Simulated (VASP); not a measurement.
# Ag (Fm-3m) in VASP: further runs

Ag is run at these levels: LDA; tasks: single point, relaxation of volume and atoms at fixed shape.

All numbers are computed with VASP 6.6.1; they aren't measurements. Logs are shortened: lines on timing, memory, paths and dates and some standing lists are left out, and cuts for length are marked.

## Step 1: The cell of the first run

Symmetry: Fm-3m, No. 225, cubic system. Conventional cell: a = 3.997 Å, b = 3.997 Å, c = 3.997 Å, α = 90.00°, β = 90.00°, γ = 90.00°. Within 3.7 Å of Ag (site symmetry m-3m) lie 12 Ag at 2.83 Å.

## Step 2: Single point, LDA

The input, INCAR:

```
SYSTEM = Ag
PREC     = Accurate       ! precision mode
ENCUT    = 520            ! plane-wave cutoff, eV
EDIFF    = 1E-6           ! SCF threshold, eV
ISMEAR   = 0              ! smearing method
SIGMA    = 0.05           ! smearing width, eV
LREAL    = .FALSE.        ! projectors in reciprocal space
LASPH    = .TRUE.         ! aspherical terms in the spheres
NELM     = 80             ! most SCF steps
ALGO     = Normal         ! electronic algorithm
ISIF     = 2              ! what is computed and relaxed
LWAVE    = .FALSE.        ! write WAVECAR
LCHARG   = .FALSE.        ! write CHGCAR
NBANDS   = 12             ! bands
```

The input, KPOINTS:

```
Automatic mesh
0
G
  11 11 11
  0 0 0
```

The input, POSCAR:

```
Ag
1.0
    2.8265239209      0.0000000000      0.0000000000
    1.4132619604      2.4478415199      0.0000000000
    1.4132619604      0.8159471733      2.3078471173
Ag
1
Direct
    0.0000000000      0.0000000000      0.0000000000
```

Potentials or basis: VASP PAW LDA potentials, release 64 (Ag).

Launch:

```bash
$ cat potpaw_LDA.64/Ag/POTCAR > POTCAR
$ mpirun -np 1 vasp_std > vasp.out
```

OUTCAR:

```text
SYSTEM = Ag
   PREC = Accurate
   ENCUT = 520
   EDIFF = 1E-6
   ISMEAR = 0
   LREAL = .FALSE.
   LASPH = .TRUE.
   NELM = 80
   ISIF = 2

 ion  position               nearest neighbor table
   1  0.000  0.000  0.000-

  LATTYP: Found a face centered cubic cell.
 ALAT       =     3.9973084633

  Lattice vectors:

 A1 = (   2.8265239209,   0.0000000000,   0.0000000000)
 A2 = (   1.4132619604,   2.4478415199,   0.0000000000)
 A3 = (   1.4132619604,   0.8159471733,   2.3078471173)

Analysis of symmetry for initial positions (statically):
=====================================================================
 Subroutine PRICEL returns:
 Original cell was already a primitive cell.

 Routine SETGRP: Setting up the symmetry group for a
 face centered cubic supercell.

 Subroutine GETGRP returns: Found 48 space group operations
 (whereof 48 operations were pure point group operations)
 out of a pool of 48 trial point group operations.

The static configuration has the point symmetry O_h .

Analysis of symmetry for dynamics (positions and initial velocities):
=====================================================================
 Subroutine PRICEL returns:
 Original cell was already a primitive cell.

 Routine SETGRP: Setting up the symmetry group for a
 face centered cubic supercell.

 Subroutine GETGRP returns: Found 48 space group operations
 (whereof 48 operations were pure point group operations)
 out of a pool of 48 trial point group operations.

The dynamic configuration has the point symmetry O_h .

 Subroutine INISYM returns: Found 48 space group operations
 (whereof 48 operations are pure point group operations),
 and found     1 'primitive' translations

----------------------------------------------------------------------------------------

                                     Primitive cell

  volume of cell :      15.9677

  direct lattice vectors                    reciprocal lattice vectors
     2.826523921  0.000000000  0.000000000     0.353791451 -0.204261590 -0.144434755
     1.413261960  2.447841520  0.000000000     0.000000000  0.408523179 -0.144434755
     1.413261960  0.815947173  2.307847117     0.000000000  0.000000000  0.433304265

  length of vectors
     2.826523921  2.826523921  2.826523921     0.433304265  0.433304265  0.433304265

  position of ions in fractional coordinates (direct lattice)
     0.000000000  0.000000000  0.000000000

  ion indices of the primitive-cell ions
   primitive index   ion index
                 1           1

----------------------------------------------------------------------------------------

 KPOINTS: Automatic mesh

Automatic generation of k-mesh.
 Grid dimensions read from file:
 generate k-points for:   11   11   11

 Generating k-lattice:

  Cartesian coordinates                     Fractional coordinates (reciprocal lattice)
     0.032162859 -0.018569235 -0.013130432     0.090909091 -0.000000000  0.000000000
     0.000000000  0.037138471 -0.013130432     0.000000000  0.090909091 -0.000000000
     0.000000000  0.000000000  0.039391297     0.000000000  0.000000000  0.090909091

  Length of vectors
     0.039391297  0.039391297  0.039391297

  Shift w.r.t. Gamma in fractional coordinates (k-lattice)
     0.000000000  0.000000000  0.000000000

 Subroutine IBZKPT returns following result:
 ===========================================

 Found     56 irreducible k-points:

 Following reciprocal coordinates:
            Coordinates               Weight
  0.000000  0.000000  0.000000      1.000000
  0.090909  0.000000  0.000000      8.000000
  0.181818  0.000000 -0.000000      8.000000
  0.272727  0.000000 -0.000000      8.000000
  0.363636 -0.000000 -0.000000      8.000000
  0.454545  0.000000 -0.000000      8.000000
[... 16 lines left out ...]
 -0.272727  0.181818  0.000000     24.000000
 -0.181818  0.181818 -0.000000     12.000000
 [... further k-points ...]
   k-points           NKPTS =     56   k-points in BZ     NKDIM =     56   number of bands    NBANDS=     12
   number of dos      NEDOS =    301   number of ions     NIONS =      1
   total plane-waves  NPLWV =  13824
   dimension x,y,z NGX =    24 NGY =   24 NGZ =   24
   dimension x,y,z NGXF=    48 NGYF=   48 NGZF=   48
   ions per type =               1
   NGX,Y,Z   is equivalent  to a cutoff of  14.12, 14.12, 14.12 a.u.
   NGXF,Y,Z  is equivalent  to a cutoff of  28.23, 28.23, 28.23 a.u.
 SYSTEM =  Ag
   PREC   = accura    normal or accurate (medium, high low for compatibility)
   ISTART =      0    job   : 0-new  1-cont  2-samecut
   ICHARG =      2    charge: 1-file 2-atom 10-const
   ISPIN  =      1    spin polarized calculation?
   LNONCOLLINEAR =      F non collinear calculations
   LSORBIT =      F    spin-orbit coupling
   LASPH  =      T    aspherical Exc in radial PAW
   ENCUT  =  520.0 eV  38.22 Ry    6.18 a.u.   5.26  5.26  5.26*2*pi/ulx,y,z
   NELM   =     80;   NELMIN=  2; NELMDL= -5     # of ELM steps
   EDIFF  = 0.1E-05   stopping-criterion for ELM
   LREAL  =      F    real-space projection
   EDIFFG = 0.1E-04   stopping-criterion for IOM
   NSW    =      0    number of steps for IOM
   IBRION =     -1    ionic relax: 0-MD 1-quasi-New 2-CG
   NFREE  =      0    steps in history (QN), initial steepest desc. (CG)
   ISIF   =      2    stress and relaxation
   ISYM   =      2    0-nonsym 1-usesym 2-fastsym
   POTIM  = 0.5000    time-step for ionic-motion
   TEBEG  =    0.0;   TEEND  =   0.0 temperature during run
   PSTRESS=    0.0 pullay stress
   NELECT =      11.0000    total number of electrons
   NUPDOWN=      -1.0000    fix difference up-down
   EMIN   =  10.00;   EMAX   =-10.00  energy-range for DOS
   EFERMI =   0.00;   METHOD = LEGACY
   ISMEAR =     0;   SIGMA  =   0.05  broadening in eV -4-tet -1-fermi 0-gaus
   EFERMI_NEDOS =   21; number of points for ismear=-14 and -15
   IALGO  =     38    algorithm
   IMIX   =      4    mixing-type and parameters
     AMIX     =   0.40;   BMIX     =  1.00
     AMIX_MAG =   1.60;   BMIX_MAG =  1.00
  volume/ion in A,a.u.               =      15.97       107.76
  Fermi-wavevector in a.u.,A,eV,Ry     =   1.445855  2.732270 28.442932  2.090497
  Thomas-Fermi vector in A             =   2.563990
   LORBIT       =      0    0 simple, 1 ext, 2 COOP (PROOUT), +10 PAW based schemes
   GGA     = CA    functional components
   LHFCALC =     F    Hartree Fock is set to
   AEXX    =    0.0000 exact exchange contribution
   IVDW    =     0    specifies the selected vdW correction
   LEPSILON=     F    determine dielectric tensor
   LRPA    =     F    only Hartree local field effects (RPA)
 non-spin polarized calculation
 Gauss-broadening in eV      SIGMA  =   0.05
  energy-cutoff  :      520.00
  volume of cell :       15.97
 maximum number of plane-waves:       444
 NGX is ok and might be reduce to    24
   NGX = 11   NGY = 11   NGZ = 11

 number of electron      11.0000002 magnetization

 Free energy of the ion-electron system (eV)
  ---------------------------------------------------
  ext. energy  EPLUGINS =         0.00000000
  ---------------------------------------------------
  free energy    TOTEN  =        -3.78731242 eV

  energy without entropy =       -3.78715721  energy(sigma->0) =       -3.78723481

 E-fermi :   9.2859     XC(G=0): -12.9749

 val. band max:        9.2103207204   @ k =  -0.4545   0.0909   0.0000
 cond. band min:       9.3489981085   @ k =   0.4545   0.3636  -0.0000
 fundamental gap:      0.1386773881
 Fermi energy:         9.2858847229

 k-point     1 :       0.0000    0.0000    0.0000
  band No.  band energies     occupation
      1       0.7801      2.00000
      2       4.0724      2.00000
      3       4.0724      2.00000
      4       4.0724      2.00000
      5       5.2555      2.00000
      6       5.2555      2.00000
      7      25.2458      0.00000
      8      29.1442      0.00000
      9      29.1442      0.00000
     10      29.1442      0.00000
     11      34.3330      0.00000
     12      35.7769      0.00000

 k-point     2 :       0.0909    0.0000    0.0000
  band No.  band energies     occupation
      1       1.0495      2.00000
      2       4.0079      2.00000
      3       4.1493      2.00000
      4       4.1493      2.00000
      5       5.2270      2.00000
      6       5.2270      2.00000
      7      25.3011      0.00000
      8      27.3536      0.00000
      9      29.3076      0.00000
     10      29.3076      0.00000
     11      34.0076      0.00000
     12      35.3100      0.00000

 k-point     3 :       0.1818    0.0000   -0.0000
  band No.  band energies     occupation
      1       1.7520      2.00000
      2       3.9540      2.00000
      3       4.2877      2.00000
      4       4.2877      2.00000
      5       5.2346      2.00000
      6       5.2346      2.00000
      7      23.3492      0.00000
      8      26.2275      0.00000
      9      29.6022      0.00000
     10      29.6022      0.00000
     11      32.6040      0.00000
     12      33.9777      0.00000

 k-point     4 :       0.2727    0.0000   -0.0000
  band No.  band energies     occupation
      1       2.3375      2.00000
      2       4.2795      2.00000
      3       4.2795      2.00000
      4       4.5246      2.00000
      5       5.4728      2.00000
      6       5.4728      2.00000
      7      19.8295      0.00000
      8      25.7967      0.00000
      9      29.3660      0.00000
     10      29.3660      0.00000
     11      32.8947      0.00000
     12      32.9045      0.00000

 k-point     5 :       0.3636   -0.0000   -0.0000
  band No.  band energies     occupation
      1       2.3692      2.00000
      2       4.1555      2.00000
      3       4.1555      2.00000
      4       5.8514      2.00000
      5       5.8514      2.00000
      6       6.1573      2.00000
      7      16.3611      0.00000
      8      25.0555      0.00000
      9      28.3781      0.00000
     10      28.3781      0.00000
     11      32.7790      0.00000
     12      32.7790      0.00000
[... 228 lines left out ...]
      1       2.7771      2.00000
      2       3.7228      2.00000
      3       4.5517      2.00000
      4       4.7932      2.00000
      5       6.1192      2.00000
      6      10.7000      0.00000
      7      13.3042      0.00000
      8      22.1776      0.00000
      9      25.1316      0.00000
     10      25.9165      0.00000
     11      34.9168      0.00000
     12      34.9399      0.00000

 k-point    22 :      -0.3636    0.1818    0.0000
  band No.  band energies     occupation
      1       2.8969      2.00000
      2       3.7834      2.00000
      3       4.5357      2.00000
      4       4.7412      2.00000
      5       5.7675      2.00000
      6       9.5703      0.00000
      7      14.9142      0.00000
      8      21.5228      0.00000
      9      26.0791      0.00000
     10      26.6163      0.00000
     11      33.7038      0.00000
     12      34.7003      0.00000

 k-point    23 :      -0.2727    0.1818    0.0000
  band No.  band energies     occupation
      1       3.0864      2.00000
      2       3.8627      2.00000
      3       4.3065      2.00000
      4       4.6219      2.00000
      5       5.2644      2.00000
      6       7.7690      2.00000
      7      18.1764      0.00000
      8      21.4149      0.00000
      9      26.8432      0.00000
     10      28.7283      0.00000
     11      31.7877      0.00000
     12      34.6865      0.00000

 k-point    24 :      -0.1818    0.1818   -0.0000
  band No.  band energies     occupation
      1       2.9525      2.00000
      2       3.6092      2.00000
      3       4.2977      2.00000
      4       4.7649      2.00000
      5       4.8054      2.00000
      6       6.4764      2.00000
      7      21.4916      0.00000
      8      21.9860      0.00000
      9      28.1843      0.00000
     10      29.9380      0.00000
     11      31.0396      0.00000
     12      34.7178      0.00000

 [... further k-points ...]

------------------------ aborting loop because EDIFF is reached ----------------------------------------

  FORCE on cell =-STRESS in cart. coord.  units (eV):
  Direction    XX          YY          ZZ          XY          YZ          ZX
  --------------------------------------------------------------------------------------
  -------------------------------------------------------------------------------------
  Total        0.0125691      0.0125691      0.0125691     -0.0000000      0.0000000     -0.0000000
  in kB        1.2611653      1.2611653      1.2611653     -0.0000000      0.0000000     -0.0000000
  external PRESSURE =       1.2611653 kB  Pullay stress =       0.0000000 kB

 VOLUME and BASIS-vectors are now :
 -----------------------------------------------------------------------------
  energy-cutoff  :      520.00
  volume of cell :       15.97
      direct lattice vectors                 reciprocal lattice vectors
     2.826523921  0.000000000  0.000000000     0.353791451 -0.204261590 -0.144434755
     1.413261960  2.447841520  0.000000000     0.000000000  0.408523179 -0.144434755
     1.413261960  0.815947173  2.307847117     0.000000000  0.000000000  0.433304265

 POSITION                                       TOTAL-FORCE (eV/Angst)
 -----------------------------------------------------------------------------------
      0.00000      0.00000      0.00000         0.000000      0.000000      0.000000
 -----------------------------------------------------------------------------------
    total drift:                               -0.000000     -0.000000      0.000000

  FREE ENERGIE OF THE ION-ELECTRON SYSTEM (eV)
  ---------------------------------------------------
  free  energy   TOTEN  =        -3.7873124162 eV

  energy  without entropy=       -3.7871572090  energy(sigma->0) =       -3.78723481
```

Wall time 17 s (1 thread of AMD EPYC 7R13, shared host); peak memory 0.1 GiB.

Results:

```yaml
Free_energy: -3.7873 eV
Pressure: 0.1 GPa
```

## Step 3: Relaxation of volume and atoms at fixed shape, LDA

This run uses another cell than the first one, of 17.05 Å³/atom, 1.068 times its volume.

The input, INCAR:

```
SYSTEM = Ag
ALGO = Normal
EDIFF = 1E-6
EDIFFG = -0.01
ENCUT = 600
IBRION = 2
ISIF = 8
ISMEAR = 0
LASPH = .True.
LCHARG = .False.
LREAL = .False.
LWAVE = .False.
NELM = 80
NSW = 80
PREC = Accurate
SIGMA = 0.05
```

The input, KPOINTS:

```
k-points
0
Gamma
  11 11 11
  0 0 0
```

The input, POSCAR:

```
Ag
1.0
    2.8888850000      0.0000000000      0.0000000000
    1.4444425000      2.5018477986      0.0000000000
    1.4444425000      0.8339492662      2.3587647252
Ag
1
Direct
    0.0000000000      0.0000000000      0.0000000000
```

Potentials or basis: VASP PAW LDA potentials, release 64 (Ag).

Launch:

```bash
$ cat potpaw_LDA.64/Ag/POTCAR > POTCAR
$ mpirun -np 1 vasp_std > vasp.out
```

Wall time 34 s (1 thread of AMD EPYC 7R13, shared host); peak memory 0.11 GiB.

It converged, with:

```yaml
Free_energy: -3.7876 eV
Relaxed_volume: 15.99 Å³/atom
Relaxed_cell: a = 2.828 Å, b = 2.828 Å, c = 2.828 Å, α = 60.00°, β = 60.00°, γ = 60.00°
Space_group_after_relaxing_to_0.05_Å: Fm-3m (No. 225)
Energy_gained_by_relaxing: 27.0 meV/atom
Ionic_steps: 3
Pressure_after_relaxing: -0.1 GPa
```

The path:
```tsv
step	energy change (eV)	largest force (eV/Å)	pressure (GPa)	volume (Å³)
1	0.0000	0.0000	-7.56	17.05
2	-0.0047	0.0000	8.96	15.14
3	-0.0270	0.0000	-0.08	15.99
```

Final structure:
```cif
data_structure
_symmetry_space_group_name_H-M 'P 1'
_symmetry_Int_Tables_number 1
_cell_length_a 2.8281
_cell_length_b 2.8281
_cell_length_c 2.8281
_cell_angle_alpha 60.000
_cell_angle_beta 60.000
_cell_angle_gamma 60.000
_cell_volume 15.99
loop_
_atom_site_label
_atom_site_type_symbol
_atom_site_fract_x
_atom_site_fract_y
_atom_site_fract_z
_atom_site_occupancy
Ag1 Ag 0.00000 0.00000 0.00000 1
```

Levels at points of the mesh, in eV from the Fermi level:
| k point | band 2 | band 3 | band 4 | band 5 | band 6 | band 7 | band 8 | band 9 |
| --- | --- | --- | --- | --- | --- | --- | --- | --- |
| (0.00, 0.00, 0.00) | -5.21 | -5.21 | -5.21 | -4.03 | -4.03 | 15.96 | 19.85 | 19.85 |

LDA usually gives volumes a few per cent too small. Zero-point motion and thermal expansion aren't in these numbers.
